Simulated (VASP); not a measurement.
# Al (Fm-3m) in VASP: further runs

The runs below take Al through single point, with PBE, r2SCAN.

All numbers are computed with VASP 6.6.1; they aren't measurements. Logs are shortened: lines on timing, memory, paths and dates and some standing lists are left out, and cuts for length are marked.

## (1) The cell of the first run

Symmetry: Fm-3m, No. 225, cubic system. The conventional cell has a = 4.050 Å, b = 4.050 Å, c = 4.050 Å, α = 90.00°, β = 90.00°, γ = 90.00°. Within 3.8 Å of Al (site symmetry m-3m) lie 12 Al at 2.86 Å.

## (2) Single point, PBE

The input, INCAR:

```
  ALGO = Normal
  EDIFF = 1E-6
  ENCUT = 520
  GGA = PE
  ISIF = 2
  ISMEAR = 0
  LASPH = T
  LCHARG = T
  LELF = T
  LREAL = F
  LVHAR = T
  LWAVE = F
  NBANDS = 8
  NELM = 60
  PREC = Accurate
  SIGMA = 0.05
```

The input, KPOINTS:

```
k-points
0
Gamma
  8 8 8
```

The input, POSCAR:

```
Al
1.0
    0.0000000000      2.0248050000      2.0248050000
    2.0248050000      0.0000000000      2.0248050000
    2.0248050000      2.0248050000      0.0000000000
Al
1
Direct
    0.0000000000      0.0000000000      0.0000000000
```

Potentials or basis: VASP PAW PBE potentials, release 64 (Al).

Launch:

```
cat potpaw_PBE.64/Al/POTCAR > POTCAR
mpirun -np 1 vasp_std > vasp.out
```

OUTCAR:

```text
EDIFF = 1E-6
   ENCUT = 520
   GGA = PE
   ISIF = 2
   ISMEAR = 0
   LASPH = T
   LREAL = F
   NELM = 60
   PREC = Accurate

 ion  position               nearest neighbor table
   1  0.000  0.000  0.000-

  LATTYP: Found a face centered cubic cell.
 ALAT       =     4.0496100000

  Lattice vectors:

 A1 = (   0.0000000000,   2.0248050000,   2.0248050000)
 A2 = (   2.0248050000,   0.0000000000,   2.0248050000)
 A3 = (   2.0248050000,   2.0248050000,   0.0000000000)

Analysis of symmetry for initial positions (statically):
=====================================================================
 Subroutine PRICEL returns:
 Original cell was already a primitive cell.

 Routine SETGRP: Setting up the symmetry group for a
 face centered cubic supercell.

 Subroutine GETGRP returns: Found 48 space group operations
 (whereof 48 operations were pure point group operations)
 out of a pool of 48 trial point group operations.

The static configuration has the point symmetry O_h .

Analysis of symmetry for dynamics (positions and initial velocities):
=====================================================================
 Subroutine PRICEL returns:
 Original cell was already a primitive cell.

 Routine SETGRP: Setting up the symmetry group for a
 face centered cubic supercell.

 Subroutine GETGRP returns: Found 48 space group operations
 (whereof 48 operations were pure point group operations)
 out of a pool of 48 trial point group operations.

The dynamic configuration has the point symmetry O_h .

 Subroutine INISYM returns: Found 48 space group operations
 (whereof 48 operations are pure point group operations),
 and found     1 'primitive' translations

----------------------------------------------------------------------------------------

                                     Primitive cell

  volume of cell :      16.6027

  direct lattice vectors                    reciprocal lattice vectors
     0.000000000  2.024805000  2.024805000    -0.246937359  0.246937359  0.246937359
     2.024805000  0.000000000  2.024805000     0.246937359 -0.246937359  0.246937359
     2.024805000  2.024805000  0.000000000     0.246937359  0.246937359 -0.246937359

  length of vectors
     2.863506692  2.863506692  2.863506692     0.427708053  0.427708053  0.427708053

  position of ions in fractional coordinates (direct lattice)
     0.000000000  0.000000000  0.000000000

  ion indices of the primitive-cell ions
   primitive index   ion index
                 1           1

----------------------------------------------------------------------------------------

 KPOINTS: k-points

Automatic generation of k-mesh.
 Grid dimensions read from file:
 generate k-points for:    8    8    8

 Generating k-lattice:

  Cartesian coordinates                     Fractional coordinates (reciprocal lattice)
    -0.030867170  0.030867170  0.030867170     0.125000000  0.000000000  0.000000000
     0.030867170 -0.030867170  0.030867170     0.000000000  0.125000000  0.000000000
     0.030867170  0.030867170 -0.030867170     0.000000000  0.000000000  0.125000000

  Length of vectors
     0.053463507  0.053463507  0.053463507

  Shift w.r.t. Gamma in fractional coordinates (k-lattice)
     0.000000000  0.000000000  0.000000000

 Subroutine IBZKPT returns following result:
 ===========================================

 Found     29 irreducible k-points:

 Following reciprocal coordinates:
            Coordinates               Weight
  0.000000  0.000000  0.000000      1.000000
  0.125000  0.000000  0.000000      8.000000
  0.250000  0.000000  0.000000      8.000000
  0.375000  0.000000  0.000000      8.000000
  0.500000  0.000000  0.000000      4.000000
  0.125000  0.125000  0.000000      6.000000
[... 16 lines left out ...]
  0.500000  0.250000  0.125000     48.000000
 -0.375000  0.250000  0.125000     24.000000
 [... further k-points ...]
   k-points           NKPTS =     29   k-points in BZ     NKDIM =     29   number of bands    NBANDS=      8
   number of dos      NEDOS =    301   number of ions     NIONS =      1
   total plane-waves  NPLWV =  13824
   dimension x,y,z NGX =    24 NGY =   24 NGZ =   24
   dimension x,y,z NGXF=    48 NGYF=   48 NGZF=   48
   ions per type =               1
   NGX,Y,Z   is equivalent  to a cutoff of  13.93, 13.93, 13.93 a.u.
   NGXF,Y,Z  is equivalent  to a cutoff of  27.87, 27.87, 27.87 a.u.
 SYSTEM =  unknown system
   PREC   = accura    normal or accurate (medium, high low for compatibility)
   ISTART =      0    job   : 0-new  1-cont  2-samecut
   ICHARG =      2    charge: 1-file 2-atom 10-const
   ISPIN  =      1    spin polarized calculation?
   LNONCOLLINEAR =      F non collinear calculations
   LSORBIT =      F    spin-orbit coupling
   LASPH  =      T    aspherical Exc in radial PAW
   ENCUT  =  520.0 eV  38.22 Ry    6.18 a.u.   5.32  5.32  5.32*2*pi/ulx,y,z
   NELM   =     60;   NELMIN=  2; NELMDL= -5     # of ELM steps
   EDIFF  = 0.1E-05   stopping-criterion for ELM
   LREAL  =      F    real-space projection
   EDIFFG = 0.1E-04   stopping-criterion for IOM
   NSW    =      0    number of steps for IOM
   IBRION =     -1    ionic relax: 0-MD 1-quasi-New 2-CG
   NFREE  =      0    steps in history (QN), initial steepest desc. (CG)
   ISIF   =      2    stress and relaxation
   ISYM   =      2    0-nonsym 1-usesym 2-fastsym
   POTIM  = 0.5000    time-step for ionic-motion
   TEBEG  =    0.0;   TEEND  =   0.0 temperature during run
   PSTRESS=    0.0 pullay stress
   NELECT =       3.0000    total number of electrons
   NUPDOWN=      -1.0000    fix difference up-down
   EMIN   =  10.00;   EMAX   =-10.00  energy-range for DOS
   EFERMI =   0.00;   METHOD = LEGACY
   ISMEAR =     0;   SIGMA  =   0.05  broadening in eV -4-tet -1-fermi 0-gaus
   EFERMI_NEDOS =   21; number of points for ismear=-14 and -15
   IALGO  =     38    algorithm
   IMIX   =      4    mixing-type and parameters
     AMIX     =   0.40;   BMIX     =  1.00
     AMIX_MAG =   1.60;   BMIX_MAG =  1.00
  volume/ion in A,a.u.               =      16.60       112.04
  Fermi-wavevector in a.u.,A,eV,Ry     =   0.925526  1.748991 11.654733  0.856599
  Thomas-Fermi vector in A             =   2.051390
   LORBIT       =      0    0 simple, 1 ext, 2 COOP (PROOUT), +10 PAW based schemes
   GGA     = PE    functional components
   LHFCALC =     F    Hartree Fock is set to
   AEXX    =    0.0000 exact exchange contribution
   IVDW    =     0    specifies the selected vdW correction
   LEPSILON=     F    determine dielectric tensor
   LRPA    =     F    only Hartree local field effects (RPA)
 non-spin polarized calculation
 Gauss-broadening in eV      SIGMA  =   0.05
  energy-cutoff  :      520.00
  volume of cell :       16.60
 maximum number of plane-waves:       459
 NGX is ok and might be reduce to    24
   NGX = 11   NGY = 11   NGZ = 11

 number of electron       3.0000000 magnetization

 Free energy of the ion-electron system (eV)
  ---------------------------------------------------
  ext. energy  EPLUGINS =         0.00000000
  ---------------------------------------------------
  free energy    TOTEN  =        -3.73989914 eV

  energy without entropy =       -3.73836808  energy(sigma->0) =       -3.73913361

 E-fermi :   8.0348     XC(G=0): -10.1730

 val. band max:        7.6178857059   @ k =  -0.2500   0.3750   0.1250
 cond. band min:       8.0723332191   @ k =   0.5000   0.2500   0.1250
 fundamental gap:      0.4544475131
 Fermi energy:         8.0348400183

 k-point     1 :       0.0000    0.0000    0.0000
  band No.  band energies     occupation
      1      -3.1548      2.00000
      2      20.5220      0.00000
      3      20.5220      0.00000
      4      20.5220      0.00000
      5      21.9675      0.00000
      6      21.9675      0.00000
      7      21.9675      0.00000
      8      24.3592      0.00000

 k-point     2 :       0.1250    0.0000    0.0000
  band No.  band energies     occupation
      1      -2.7323      2.00000
      2      16.2230      0.00000
      3      19.5674      0.00000
      4      19.5674      0.00000
      5      22.5908      0.00000
      6      23.5153      0.00000
      7      23.5153      0.00000
      8      25.5444      0.00000

 k-point     3 :       0.2500    0.0000    0.0000
  band No.  band energies     occupation
      1      -1.4721      2.00000
      2      11.3637      0.00000
      3      18.8000      0.00000
      4      18.8000      0.00000
      5      22.2342      0.00000
      6      22.6353      0.00000
      7      22.6353      0.00000
      8      26.6252      0.00000

 k-point     4 :       0.3750    0.0000    0.0000
  band No.  band energies     occupation
      1       0.6042      2.00000
      2       7.0731      2.00000
      3      18.7080      0.00000
      4      18.7080      0.00000
      5      20.6518      0.00000
      6      20.6518      0.00000
      7      22.3071      0.00000
      8      24.5676      0.00000

 k-point     5 :       0.5000    0.0000    0.0000
  band No.  band energies     occupation
      1       3.3681      2.00000
      2       3.5661      2.00000
      3      19.2819      0.00000
      4      19.2819      0.00000
      5      19.3685      0.00000
      6      19.3685      0.00000
      7      23.0222      0.00000
      8      23.1391      0.00000

 k-point     6 :       0.1250    0.1250    0.0000
  band No.  band energies     occupation
      1      -2.5917      2.00000
      2      17.8095      0.00000
      3      17.8095      0.00000
      4      18.0688      0.00000
      5      20.8168      0.00000
      6      22.5246      0.00000
      7      25.4805      0.00000
      8      25.4805      0.00000

 k-point     7 :       0.2500    0.1250    0.0000
  band No.  band energies     occupation
      1      -1.6115      2.00000
      2      13.2200      0.00000
      3      16.7461      0.00000
      4      18.2639      0.00000
      5      19.4953      0.00000
      6      22.0213      0.00000
      7      25.9183      0.00000
      8      26.0749      0.00000

 k-point     8 :       0.3750    0.1250    0.0000
  band No.  band energies     occupation
      1       0.1911      2.00000
      2       8.7676      0.00000
      3      16.3983      0.00000
      4      17.1240      0.00000
      5      18.1006      0.00000
      6      24.1185      0.00000
      7      24.9153      0.00000
      8      26.1613      0.00000

 k-point     9 :       0.5000    0.1250    0.0000
  band No.  band energies     occupation
      1       2.7834      2.00000
      2       4.9480      2.00000
      3      15.5003      0.00000
      4      16.7701      0.00000
      5      18.5379      0.00000
      6      22.6061      0.00000
      7      25.3720      0.00000
      8      26.5615      0.00000

 k-point    10 :      -0.3750    0.1250    0.0000
  band No.  band energies     occupation
      1       1.8352      2.00000
      2       6.1393      2.00000
      3      14.6208      0.00000
      4      17.8623      0.00000
      5      19.7193      0.00000
      6      21.7640      0.00000
      7      24.5661      0.00000
      8      27.5065      0.00000
[... 78 lines left out ...]
 k-point    18 :       0.3750    0.3750    0.0000
  band No.  band energies     occupation
      1       1.8285      2.00000
      2      10.5134      0.00000
      3      13.7498      0.00000
      4      13.9822      0.00000
      5      13.9822      0.00000
      6      17.4566      0.00000
      7      31.6190      0.00000
      8      33.1497      0.00000

 k-point    19 :       0.5000    0.3750    0.0000
  band No.  band energies     occupation
      1       3.8245      2.00000
      2       8.3075      0.00000
      3      10.1400      0.00000
      4      13.8641      0.00000
      5      15.2300      0.00000
      6      19.3645      0.00000
      7      30.8738      0.00000
      8      32.9406      0.00000

 k-point    20 :      -0.3750    0.3750    0.0000
  band No.  band energies     occupation
      1       6.0628      2.00000
      2       6.5869      2.00000
      3       7.5284      2.00000
      4      14.4696      0.00000
      5      16.1096      0.00000
      6      23.5555      0.00000
      7      29.6488      0.00000
      8      30.0376      0.00000

 k-point    21 :       0.5000    0.5000    0.0000
  band No.  band energies     occupation
      1       5.0285      2.00000
      2       6.3366      2.00000
      3      13.1940      0.00000
      4      13.5026      0.00000
      5      13.5026      0.00000
      6      16.9470      0.00000
      7      33.2496      0.00000
      8      34.7545      0.00000

 k-point    22 :       0.3750    0.2500    0.1250
  band No.  band energies     occupation
      1      -0.3612      2.00000
      2      11.7761      0.00000
      3      13.1688      0.00000
      4      16.6818      0.00000
      5      20.0381      0.00000
      6      21.7966      0.00000
      7      24.8215      0.00000
      8      28.1486      0.00000

 k-point    23 :       0.5000    0.2500    0.1250
  band No.  band energies     occupation
      1       1.6977      2.00000
      2       8.0723      0.28893
      3      12.4963      0.00000
      4      14.5498      0.00000
      5      20.6591      0.00000
      6      22.7427      0.00000
      7      24.8699      0.00000
      8      28.8264      0.00000

 k-point    24 :      -0.3750    0.2500    0.1250
  band No.  band energies     occupation
      1       4.4107      2.00000
      2       4.6553      2.00000
      3      12.8958      0.00000
      4      13.3545      0.00000
      5      21.1805      0.00000
      6      21.6162      0.00000
      7      28.1619      0.00000
      8      28.4697      0.00000

 [... further k-points ...]

------------------------ aborting loop because EDIFF is reached ----------------------------------------

  FORCE on cell =-STRESS in cart. coord.  units (eV):
  Direction    XX          YY          ZZ          XY          YZ          ZX
  --------------------------------------------------------------------------------------
  -------------------------------------------------------------------------------------
  Total       -0.0464492     -0.0464492     -0.0464492     -0.0000000     -0.0000000      0.0000000
  in kB       -4.4823897     -4.4823897     -4.4823897     -0.0000000     -0.0000000      0.0000000
  external PRESSURE =      -4.4823897 kB  Pullay stress =       0.0000000 kB

 VOLUME and BASIS-vectors are now :
 -----------------------------------------------------------------------------
  energy-cutoff  :      520.00
  volume of cell :       16.60
      direct lattice vectors                 reciprocal lattice vectors
     0.000000000  2.024805000  2.024805000    -0.246937359  0.246937359  0.246937359
     2.024805000  0.000000000  2.024805000     0.246937359 -0.246937359  0.246937359
     2.024805000  2.024805000  0.000000000     0.246937359  0.246937359 -0.246937359

 POSITION                                       TOTAL-FORCE (eV/Angst)
 -----------------------------------------------------------------------------------
      0.00000      0.00000      0.00000         0.000000      0.000000      0.000000
 -----------------------------------------------------------------------------------
    total drift:                                0.000000      0.000000     -0.000000

  FREE ENERGIE OF THE ION-ELECTRON SYSTEM (eV)
  ---------------------------------------------------
  free  energy   TOTEN  =        -3.7398991382 eV

  energy  without entropy=       -3.7383680785  energy(sigma->0) =       -3.73913361
```

It took 3.2 s on 1 thread of Intel Xeon Platinum 8259CL at 2.50GHz (Skylake/Cascade Lake), shared host; peak memory 0.12 GiB.

What came out:

| Quantity | Value |
| --- | --- |
| Free energy | -3.7399 eV |
| Pressure | -0.4 GPa |

(Part 1 of 2 ends here.)
